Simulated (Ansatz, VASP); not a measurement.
**InAs: VASP beside Ansatz**

INCAR

```
  PREC = Accurate
  ENCUT = 500
  EDIFF = 1E-7
  ISMEAR = 0
  SIGMA = 0.1
  LREAL = F
  LASPH = T
  NELM = 120
  ALGO = Normal
  ISIF = 3
  LWAVE = F
  LCHARG = F
  GGA = PE
  IBRION = 2
  NSW = 100
  EDIFFG = -0.002
  GGA_COMPAT = F
  NELMIN = 4
```

File KPOINTS:

```
regular mesh
0
Gamma
  10 10 10
```

File POSCAR:

```
InAs
1.0
    0.0000000000      3.0290000000      3.0290000000
    3.0290000000      0.0000000000      3.0290000000
    3.0290000000      3.0290000000      0.0000000000
In As
1 1
Direct
    0.0000000000      0.0000000000      0.0000000000
    0.2500000000      0.2500000000      0.2500000000
```

Input for Ansatz:

```yaml
crystal:
  lattice:
    - [0.0, 3.029, 3.029]
    - [3.029, 0.0, 3.029]
    - [3.029, 3.029, 0.0]
  atoms:
    - { symbol: In, position: [0.0, 0.0, 0.0] }
    - { symbol: As, position: [0.25, 0.25, 0.25] }
basis:
  ecutwfc: 420
kpoints:
  mp_grid: { grid: [10, 10, 10] }
hamiltonian:
  xc: pbe
scf:
  occupations: { method: gaussian, width: 0.1 }
output:
  forces: true
  stress: true
  eigenvalues: true
relax:
  adjacent_minimum: "off"
  f_tol: 0.002
  max_steps: 80
  cell: { stress_tol: 0.02 }
```

Alike in both runs: task relaxation of cell and atoms; functional PBE; k mesh 10 × 10 × 10; occupations gaussian, width 0.1 eV; no spin polarisation.

|  | VASP | Ansatz |
| --- | --- | --- |
| version | VASP 6.6.1 | Ansatz 0.2.0 |
| potentials or method | VASP PAW PBE potentials, release 64 (In_d, As), cutoff 500 eV | scalar-relativistic, plane waves, PAW |
| valence electrons in the cell | 18 | 28 |

```tsv
	VASP	Ansatz	Ansatz less VASP
gap on the k mesh at the Fermi level, each at its own relaxed structure (eV)	none	none	-
relaxed volume (Å³/atom)	29.63	29.60	-0.029
relaxed cell length with the largest relative difference (Å)	4.376	4.375	-0.0014
```

A gap of «none» marks a metal or a gap that the smearing closes. VASP's potentials hold 18 valence electrons a cell and Ansatz's 28, so a difference there can come from the potentials and not from the codes.
